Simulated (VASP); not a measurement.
Crystal: PtS2.

```
Pt S
1.0
     3.54320    0.00000    0.00000
    -1.77160    3.06850    0.00000
     0.00000    0.00000    5.03880
Pt S
1 2
Cartesian
  0.0000 0.0000 0.0000
  1.7716 1.0228 3.8950
  0.0000 2.0457 1.1438
```

Base run:

| Item | Value |
| --- | --- |
| Program | VASP 6.6.1 |
| Functional | PBEsol |
| Potentials or basis | VASP PAW PBE potentials, release 64 (Pt, S) |
| Cutoff | 520 eV |
| k mesh | 9 × 9 × 5 |
| Occupations | fermi-dirac, width 0.05 eV |
| Spin | no spin polarisation |
| Hubbard terms | Pt d U = 3.0 eV |

Its results: band gap on the k mesh 0.91 eV (least direct gap 0.99 eV); pressure 3.7 GPa; largest force 0.744 eV/Å.

Problem. The run is repeated on the same cell with these changes: hubbard terms from Pt d U = 3.0 eV to Pt d U = 2.0 eV; further incar settings from ALGO = Normal; EDIFF = 1e-06; NBANDS = 18 to ALGO = Normal; EDIFF = 1e-07; NBANDS = 18. What comes out?

Solution. Band gap on the k mesh 0.94 eV (least direct gap 1.00 eV); pressure 4.5 GPa; largest force 0.813 eV/Å.

Caveats: the cell stands under pressure; the PAW data sets were made with another functional, which shifts forces and pressure a little; spin-orbit coupling is left out, which moves the levels of the heavy elements; an odd mesh through Γ misses points on the zone boundary, where band edges can lie.
